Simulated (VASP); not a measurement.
**Au: single point with PBE**

Crystal: Au.

```
CELL_PARAMETERS angstrom
0.00000 2.12732 1.96368
2.12732 0.00000 1.96368
2.12732 2.12732 0.00000
ATOMIC_POSITIONS crystal
Au 0.00000 0.00000 0.00000
```

This cell differs from its parent crystal: strain +0.040 along x and y, -0.040 along z.

| Item | Value |
| --- | --- |
| Program | VASP 6.6.1 |
| Task | single point |
| Functional | PBE |
| Potentials or basis | VASP PAW PBE potentials, release 64 (Au) |
| Cutoff | 520 eV |
| k mesh | 20 × 20 × 20 |
| Occupations | gaussian, width 0.15 eV |
| Spin | no spin polarisation |

```
Pressure : 1.5 GPa
```

Stress tensor (GPa, compression positive):
```
1.04 0.00 0.00
0.00 1.04 0.00
0.00 0.00 2.52
```

Levels at points of the mesh, in eV from the Fermi level:
```
           k point  band 2  band 3  band 4  band 5  band 6  band 7  band 8  band 9  band 10  band 11
(0.00, 0.00, 0.00)   -4.67   -4.67   -4.06   -3.45   -2.78   14.65   17.90   17.90    19.19    23.20
(0.50, 0.00, 0.00)   -4.84   -4.20   -2.15   -1.81   -0.76    2.87   13.76   15.96    18.00    23.53
(0.50, 0.50, 0.00)   -6.40   -2.01   -1.65   -1.65    2.07    6.62    8.97    8.97    15.97    18.38
(0.50, 0.00, 0.50)   -6.38   -2.06   -1.94   -1.47    0.70    4.87   10.31   10.47    17.29    19.67
```

Run time: 32 s on 1 thread of Intel(R) Xeon(R) 6975P-C (Granite Rapids), on a shared host, peak memory 0.25 GiB.

Caveat: the cell differs from its parent crystal (strain +0.040 along x and y, -0.040 along z); spin-orbit coupling is left out, which moves the levels of the heavy elements.
